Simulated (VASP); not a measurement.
# W (Fm-3m) in VASP: a series of runs

Runs on W. Level: PBEsol. Tasks: single point, relaxation of volume and atoms at fixed shape.

All numbers are computed with VASP 6.6.1; they aren't measurements. Logs are shortened: lines on timing, memory, paths and dates and some standing lists are left out, and cuts for length are marked.

## 1. The cell of the first run

It takes space group Fm-3m (No. 225, cubic). Conventional cell: a = 3.997 Å, b = 3.997 Å, c = 3.997 Å, α = 90.00°, β = 90.00°, γ = 90.00°. W (site symmetry m-3m) has 12 W at 2.83 Å within 3.7 Å.

This isn't the form of W at room conditions, which is bcc.

## 2. Single point, PBEsol

The input, INCAR:

```
SYSTEM = W
PREC = Accurate
ENCUT = 500
EDIFF = 1E-6
ISMEAR = -1
SIGMA = 0.05
LREAL = .False.
LASPH = .True.
NELM = 120
ALGO = Normal
ISIF = 2
LWAVE = .False.
LCHARG = .False.
GGA = PS
NBANDS = 36
GGA_COMPAT = .False.
```

The input, KPOINTS:

```
Automatic mesh
0
Gamma
  6 6 6
  0 0 0
```

The input, POSCAR:

```
W
1.0
    3.9969250718      0.0000000000      0.0000000000
    0.0000000000      3.9969250718      0.0000000000
    0.0000000000      0.0000000000      3.9969250718
W
4
Direct
    0.0000000000      0.0000000000      0.0000000000
    0.0000000000      0.5000000000      0.5000000000
    0.5000000000      0.0000000000      0.5000000000
    0.5000000000      0.5000000000      0.0000000000
```

Potentials or basis: VASP PAW PBE potentials, release 64 (W_sv).

Started as:

```console
cat potpaw_PBE.64/W_sv/POTCAR > POTCAR
mpirun -np 1 vasp_std > vasp.out
```

OUTCAR:

```text
SYSTEM = W
   PREC = Accurate
   ENCUT = 500
   EDIFF = 1E-6
   ISMEAR = -1
   LREAL = .False.
   LASPH = .True.
   NELM = 120
   ISIF = 2
   GGA = PS

 ion  position               nearest neighbor table
   1  0.000  0.000  0.000-   2 2.83   3 2.83   4 2.83   2 2.83   3 2.83   2 2.83   4 2.83   2 2.83
                             3 2.83   4 2.83   3 2.83   4 2.83
   2  0.000  0.500  0.500-   1 2.83   3 2.83   4 2.83   1 2.83   4 2.83   1 2.83   3 2.83   1 2.83
                             3 2.83   4 2.83   4 2.83   3 2.83
   3  0.500  0.000  0.500-   1 2.83   2 2.83   4 2.83   1 2.83   4 2.83   2 2.83   4 2.83   4 2.83
                             1 2.83   2 2.83   1 2.83   2 2.83
   4  0.500  0.500  0.000-   1 2.83   2 2.83   3 2.83   2 2.83   3 2.83   1 2.83   3 2.83   3 2.83
                             1 2.83   2 2.83   2 2.83   1 2.83

  LATTYP: Found a simple cubic cell.
 ALAT       =     3.9969250718

  Lattice vectors:

 A1 = (   3.9969250718,   0.0000000000,   0.0000000000)
 A2 = (   0.0000000000,   3.9969250718,   0.0000000000)
 A3 = (   0.0000000000,   0.0000000000,   3.9969250718)

Analysis of symmetry for initial positions (statically):
=====================================================================
 Subroutine PRICEL returns following result:

  LATTYP: Found a face centered cubic cell.
 ALAT       =     3.9969250718

  Lattice vectors:

 A1 = (   1.9984625359,  -1.9984625359,   0.0000000000)
 A2 = (   1.9984625359,   0.0000000000,   1.9984625359)
 A3 = (   0.0000000000,  -1.9984625359,   1.9984625359)

   4 primitive cells build up your supercell.

 Routine SETGRP: Setting up the symmetry group for a
 simple cubic supercell.

 Subroutine GETGRP returns: Found 48 space group operations
 (whereof 48 operations were pure point group operations)
 out of a pool of 48 trial point group operations.

The static configuration has the point symmetry O_h .

Analysis of symmetry for dynamics (positions and initial velocities):
=====================================================================
 Subroutine PRICEL returns following result:

  LATTYP: Found a face centered cubic cell.
 ALAT       =     3.9969250718

  Lattice vectors:

 A1 = (   1.9984625359,  -1.9984625359,   0.0000000000)
 A2 = (   1.9984625359,   0.0000000000,   1.9984625359)
 A3 = (   0.0000000000,  -1.9984625359,   1.9984625359)

[... 98 lines left out ...]
   LSORBIT =      F    spin-orbit coupling
   LASPH  =      T    aspherical Exc in radial PAW
   ENCUT  =  500.0 eV  36.75 Ry    6.06 a.u.   7.29  7.29  7.29*2*pi/ulx,y,z
   NELM   =    120;   NELMIN=  2; NELMDL= -5     # of ELM steps
   EDIFF  = 0.1E-05   stopping-criterion for ELM
   LREAL  =      F    real-space projection
   EDIFFG = 0.1E-04   stopping-criterion for IOM
   NSW    =      0    number of steps for IOM
   IBRION =     -1    ionic relax: 0-MD 1-quasi-New 2-CG
   NFREE  =      0    steps in history (QN), initial steepest desc. (CG)
   ISIF   =      2    stress and relaxation
   ISYM   =      2    0-nonsym 1-usesym 2-fastsym
   POTIM  = 0.5000    time-step for ionic-motion
   TEBEG  =    0.0;   TEEND  =   0.0 temperature during run
   PSTRESS=    0.0 pullay stress
   NELECT =      56.0000    total number of electrons
   NUPDOWN=      -1.0000    fix difference up-down
   EMIN   =  10.00;   EMAX   =-10.00  energy-range for DOS
   EFERMI =   0.00;   METHOD = LEGACY
   ISMEAR =    -1;   SIGMA  =   0.05  broadening in eV -4-tet -1-fermi 0-gaus
   EFERMI_NEDOS =   21; number of points for ismear=-14 and -15
   IALGO  =     38    algorithm
   IMIX   =      4    mixing-type and parameters
     AMIX     =   0.40;   BMIX     =  1.00
     AMIX_MAG =   1.60;   BMIX_MAG =  1.00
  volume/ion in A,a.u.               =      15.96       107.72
  Fermi-wavevector in a.u.,A,eV,Ry     =   1.567033  2.961263 33.410367  2.455593
  Thomas-Fermi vector in A             =   2.669273
   LORBIT       =      0    0 simple, 1 ext, 2 COOP (PROOUT), +10 PAW based schemes
   GGA     = PS    functional components
   LHFCALC =     F    Hartree Fock is set to
   AEXX    =    0.0000 exact exchange contribution
   IVDW    =     0    specifies the selected vdW correction
   LEPSILON=     F    determine dielectric tensor
   LRPA    =     F    only Hartree local field effects (RPA)
 non-spin polarized calculation
  energy-cutoff  :      500.00
  volume of cell :       63.85
 maximum number of plane-waves:      1647
 NGX is ok and might be reduce to    30
   NGX = 15   NGY = 15   NGZ = 15

 number of electron      55.9999982 magnetization

 Free energy of the ion-electron system (eV)
  ---------------------------------------------------
  ext. energy  EPLUGINS =         0.00000000
  ---------------------------------------------------
  free energy    TOTEN  =       -53.27409080 eV

  energy without entropy =      -53.23886376  energy(sigma->0) =      -53.25647728

 E-fermi :  10.7124     XC(G=0): -13.7105

 val. band max:       10.6961327595   @ k =   0.3333   0.3333   0.1667
 cond. band min:      10.7863988842   @ k =   0.5000   0.5000   0.3333
 fundamental gap:      0.0902661247
 Fermi energy:        10.7123939493

 k-point     1 :       0.0000    0.0000    0.0000
  band No.  band energies     occupation
      1     -62.8697      2.00000
      2     -62.7089      2.00000
      3     -62.7089      2.00000
      4     -62.7089      2.00000
      5     -27.6433      2.00000
      6     -27.6433      2.00000
[... 769 lines left out ...]
     35      15.9489      0.00000
     36      15.9489      0.00000

------------------------ aborting loop because EDIFF is reached ----------------------------------------

  FORCE on cell =-STRESS in cart. coord.  units (eV):
  Direction    XX          YY          ZZ          XY          YZ          ZX
  --------------------------------------------------------------------------------------
  -------------------------------------------------------------------------------------
  Total        0.2496400      0.2496400      0.2496400      0.0000000      0.0000000     -0.0000000
  in kB        6.2639285      6.2639285      6.2639285      0.0000000      0.0000000     -0.0000000
  external PRESSURE =       6.2639285 kB  Pullay stress =       0.0000000 kB

 VOLUME and BASIS-vectors are now :
 -----------------------------------------------------------------------------
  energy-cutoff  :      500.00
  volume of cell :       63.85
      direct lattice vectors                 reciprocal lattice vectors
     3.996925072  0.000000000  0.000000000     0.250192331  0.000000000  0.000000000
     0.000000000  3.996925072  0.000000000     0.000000000  0.250192331  0.000000000
     0.000000000  0.000000000  3.996925072     0.000000000  0.000000000  0.250192331

 POSITION                                       TOTAL-FORCE (eV/Angst)
 -----------------------------------------------------------------------------------
      0.00000      0.00000      0.00000         0.000000     -0.000000      0.000000
      0.00000      1.99846      1.99846         0.000000      0.000000     -0.000000
      1.99846      0.00000      1.99846        -0.000000     -0.000000     -0.000000
      1.99846      1.99846      0.00000        -0.000000      0.000000     -0.000000
 -----------------------------------------------------------------------------------
    total drift:                                0.000000      0.000000     -0.000000

  FREE ENERGIE OF THE ION-ELECTRON SYSTEM (eV)
  ---------------------------------------------------
  free  energy   TOTEN  =       -53.2740907951 eV

  energy  without entropy=      -53.2388637595  energy(sigma->0) =      -53.25647728
```

OSZICAR:

```text
N       E                     dE             d eps       ncg     rms          rms(c)
DAV:   1     0.682909816107E+03    0.68291E+03   -0.31143E+04  1440   0.178E+03
DAV:   2    -0.208752604546E+02   -0.70379E+03   -0.69040E+03  1504   0.568E+02
DAV:   3    -0.551324243752E+02   -0.34257E+02   -0.33067E+02  1736   0.120E+02
DAV:   4    -0.559185027998E+02   -0.78608E+00   -0.77133E+00  1624   0.170E+01
DAV:   5    -0.559306727739E+02   -0.12170E-01   -0.12158E-01  1632   0.229E+00    0.414E+01
DAV:   6    -0.538292454977E+02    0.21014E+01   -0.28644E+00  1616   0.124E+01    0.165E+01
DAV:   7    -0.532931431759E+02    0.53610E+00   -0.15404E+00  1616   0.825E+00    0.953E-01
DAV:   8    -0.532750955878E+02    0.18048E-01   -0.31412E-02  1604   0.142E+00    0.291E-01
DAV:   9    -0.532740868045E+02    0.10088E-02   -0.16112E-03  1696   0.235E-01    0.608E-02
DAV:  10    -0.532740903223E+02   -0.35179E-05   -0.31703E-05  1624   0.410E-02    0.203E-02
DAV:  11    -0.532740907951E+02   -0.47271E-06   -0.82296E-06  1232   0.159E-02
   1 F= -.53274091E+02 E0= -.53256477E+02  d E =-.352270E-01
```

stdout:

```text
POSCAR found type information on POSCAR W
 POSCAR found :  1 types and       4 ions
 scaLAPACK will be used
 -----------------------------------------------------------------------------
|                                                                             |
|                                                                             |
|     You enforced a specific xc type in the INCAR file but a different       |
|     I HOPE YOU KNOW WHAT YOU ARE DOING!                                     |
|                                                                             |
 -----------------------------------------------------------------------------

 LDA part: xc-table for (Slater+PW92), standard interpolation
 POSCAR, INCAR and KPOINTS ok, starting setup
 FFT: planning ... GRIDC
 FFT: planning ... GRID_SOFT
 FFT: planning ... GRID
 WAVECAR not read
 entering main loop
```

Run time: 18 s. Hardware: 1 thread of Intel Xeon 6975P-C (Granite Rapids), shared host; peak memory 0.17 GiB.

Results:

* Free energy: -53.2741 eV
* Pressure: 0.6 GPa
* Band gap on the k mesh: zero (bands 28 and 29 overlap by 3.09 eV)

Caveat: the PAW data sets were made with another functional, which shifts forces and pressure a little; spin-orbit coupling is left out, which moves the levels of the heavy elements.

## 3. Relaxation of volume and atoms at fixed shape, PBEsol

This run uses another cell than the first one, of 15.88 Å³/atom.

The input, INCAR:

```
SYSTEM = W
PREC     = Accurate       ! precision mode
ENCUT    = 500            ! plane-wave cutoff, eV
EDIFF    = 1E-7           ! SCF threshold, eV
ISMEAR   = -1             ! smearing method
SIGMA    = 0.05           ! smearing width, eV
LREAL    = .False.        ! projectors in reciprocal space
LASPH    = .True.         ! aspherical terms in the spheres
NELM     = 120            ! most SCF steps
ALGO     = Normal         ! electronic algorithm
ISIF     = 8              ! what is computed and relaxed
LWAVE    = .False.        ! write WAVECAR
LCHARG   = .False.        ! write CHGCAR
GGA      = PS             ! functional
IBRION   = 2              ! ionic algorithm
NSW      = 80             ! ionic steps
EDIFFG   = -0.02          ! ionic threshold
GGA_COMPAT= .False.      
NELMIN   = 4
```

The input, KPOINTS:

```
regular mesh
0
Gamma
  6 6 6
  0 0 0
```

The input, POSCAR:

```
W
1.0
    3.9900000000      0.0000000000      0.0000000000
    0.0000000000      3.9900000000      0.0000000000
    0.0000000000      0.0000000000      3.9900000000
W
4
Direct
    0.0000000000      0.0000000000      0.0000000000
    0.0000000000      0.5000000000      0.5000000000
    0.5000000000      0.0000000000      0.5000000000
    0.5000000000      0.5000000000      0.0000000000
```

Potentials or basis: VASP PAW PBE potentials, release 64 (W_sv).

Started as:

```console
cat potpaw_PBE.64/W_sv/POTCAR > POTCAR
mpirun -np 1 vasp_std > vasp.out
```

Wall time 41 s (1 thread of Intel Xeon 6975P-C (Granite Rapids), shared host); peak memory 0.17 GiB.

Results (log left out):

| Property | Result |
| --- | --- |
| Free energy | -53.2741 eV |
| Relaxed volume | 16.00 Å³/atom |
| Relaxed cell | a = 4.000 Å, b = 4.000 Å, c = 4.000 Å, α = 90.00°, β = 90.00°, γ = 90.00° |
| Space group after relaxing (to 0.1 Å) | Fm-3m (No. 225) |
| Energy gained by relaxing | 0.8 meV/atom |
| Ionic steps | 3 |
| Pressure after relaxing | 0.0 GPa |
| Band gap on the k mesh | zero (bands 28 and 29 overlap by 3.08 eV) |

The path:
```
step  energy change (eV)  largest force (eV/Å)  pressure (GPa)  volume (Å³)
   1              0.0000                0.0000            2.23        63.52
   2              0.0323                0.0000           -7.00        65.57
   3             -0.0032                0.0000           -0.02        63.99
```

Final structure:
```
W
1.0
     3.99976    0.00000    0.00000
     0.00000    3.99976    0.00000
     0.00000    0.00000    3.99976
W
4
Direct
  0.00000 0.00000 0.00000
  0.00000 0.50000 0.50000
  0.50000 0.00000 0.50000
  0.50000 0.50000 0.00000
```

Levels at points of the mesh, in eV from the Fermi level:
| k point | band 24 | band 25 | band 26 | band 27 | band 28 | band 29 | band 30 | band 31 | band 32 | band 33 |
| --- | --- | --- | --- | --- | --- | --- | --- | --- | --- | --- |
| (0.00, 0.00, 0.00) | -0.60 | -0.60 | -0.60 | 2.63 | 2.63 | 3.20 | 3.20 | 3.20 | 5.18 | 5.18 |
| (0.50, 0.00, 0.00) | -2.07 | -2.07 | -2.07 | -0.15 | -0.15 | 1.28 | 1.28 | 1.62 | 1.62 | 1.62 |
| (0.50, 0.50, 0.00) | -2.15 | -1.94 | -1.94 | -1.94 | -1.94 | 0.86 | 0.86 | 0.86 | 0.86 | 2.31 |
| (0.50, 0.50, 0.50) | -0.85 | -0.85 | -0.85 | -0.85 | -0.85 | 0.72 | 0.72 | 0.72 | 0.72 | 5.22 |

Caveat: the PAW data sets were made with another functional, which shifts forces and pressure a little; spin-orbit coupling is left out, which moves the levels of the heavy elements.
